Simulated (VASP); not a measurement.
Runs of VASP 6.6.1 on Ni. It takes space group Fm-3m (No. 225, cubic). The conventional cell has a = 3.528 Å, b = 3.528 Å, c = 3.528 Å, α = 90.00°, β = 90.00°, γ = 90.00°. Within 3.3 Å of Ni (site symmetry m-3m) lie 12 Ni at 2.49 Å. 

```csv
smearing,gap on the mesh (eV),pressure (GPa),moment (μB)
fermi-dirac 0.1 eV,none,(a),0.60
fermi-dirac 0.0005 eV,none,-2.0,0.59
fermi-dirac 0.01 eV,none,-1.9,0.59
fermi-dirac 0.003 eV,none,-2.0,0.58
```

Alike in all rows: task single point; level PBE; potentials or basis VASP PAW PBE potentials, release 64 (Ni); spin collinear, ferromagnetic start; cell as given; k mesh 14 × 14 × 14; cutoff (eV) 600.

Question: Estimate the missing entries.

Answer: (a) -1.2.

A gap of «none» marks levels without a gap at the run's occupations.
